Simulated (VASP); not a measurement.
Wanted: the native input for a VASP 6.6.1 run.

```yaml
Task: single point
Functional: PBE
Potentials_or_basis: VASP PAW PBE potentials, release 64 (Ti_sv, Te, As)
Cutoff: 520 eV
k_mesh: 12 × 10 × 4
Occupations: gaussian, width 0.1 eV
Spin: no spin polarisation
Dipole_correction: no
Further_INCAR_settings: ALGO = Normal; EDIFF = 1e-07; NBANDS = 24
```

The structure of TiTeAs3 lies in POSCAR:

```
TiTeAs3
1.0
    3.0454004845      0.0000000000      0.0000000000
    0.0000000000      4.1124036962      0.0000000000
    0.0000000000      0.0000000000      9.1819647252
Ti Te As
1 1 3
Direct
    0.5000000000      0.5000000000      0.5000000000
    0.5000000000      0.0000000000      0.0000000000
    0.5000000000      0.5000000000      0.7858235217
    0.5000000000      0.5000000000      0.2141764783
    0.0000000000      0.0000000000      0.5000000000
```

These files were run (other wordings do the same):

INCAR

```
SYSTEM = TiTeAs3
PREC = Accurate
ENCUT = 520
EDIFF = 1E-7
ISMEAR = 0
SIGMA = 0.1
LREAL = .False.
LASPH = .True.
NELM = 60
ALGO = Normal
ISIF = 2
LWAVE = .False.
LCHARG = .False.
GGA = PE
NBANDS = 24
```

KPOINTS

```
regular mesh
0
Gamma
  12 10 4
  0 0 0
```

Potentials or basis: VASP PAW PBE potentials, release 64 (Ti_sv, Te, As).

Launch:

```console
$ cat potpaw_PBE.64/Ti_sv/POTCAR potpaw_PBE.64/Te/POTCAR potpaw_PBE.64/As/POTCAR > POTCAR
$ mpirun -np 1 vasp_std > vasp.out
```

Results of the run:

```json
{
 "Pressure": "0.0 GPa",
 "Largest force": "0.003 eV/Å"
}
```

It took 6.1 min on 1 thread of Intel Xeon 6975P-C (shared host), peak memory 0.49 GiB.
